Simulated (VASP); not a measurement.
Input of a VASP 6.6.1 run:

File INCAR:

```
PREC = Accurate ; ENCUT = 520
EDIFF = 1E-6 ; ISMEAR = 0
SIGMA = 0.1 ; LREAL = F
LASPH = T ; NELM = 60
ALGO = Fast ; ISIF = 2
LWAVE = F ; LCHARG = F
GGA = PE ; NBANDS = 18
```

File KPOINTS:

```
regular mesh
0
Gamma
  15 15 8
```

File POSCAR:

```
Ta
1.0
    2.9003720726      0.0000000000      0.0000000000
   -1.4501860363      2.5117958953      0.0000000000
    0.0000000000      0.0000000000      5.1662740000
Ta
2
Direct
    0.6666666700      0.3333333300      0.7500000000
    0.3122753042      0.6957414846      0.2656147351
```

Potentials or basis: VASP PAW PBE potentials, release 64 (Ta_pv).

Launch:

```bash
$ cat potpaw_PBE.64/Ta_pv/POTCAR > POTCAR
$ mpirun -np 1 vasp_std > vasp.out
```

(1) What does it give for the largest force?

(2) Predict the band gap on the k mesh.

(3) Predict the pressure.

Answers

(1) 0.911 eV/Å.

(2) zero (bands 11 and 12 overlap by 2.24 eV).

(3) -0.3 GPa.

Caveat: the cell differs from its parent crystal (one atom moved); spin-orbit coupling is left out, which moves the levels of the heavy elements.
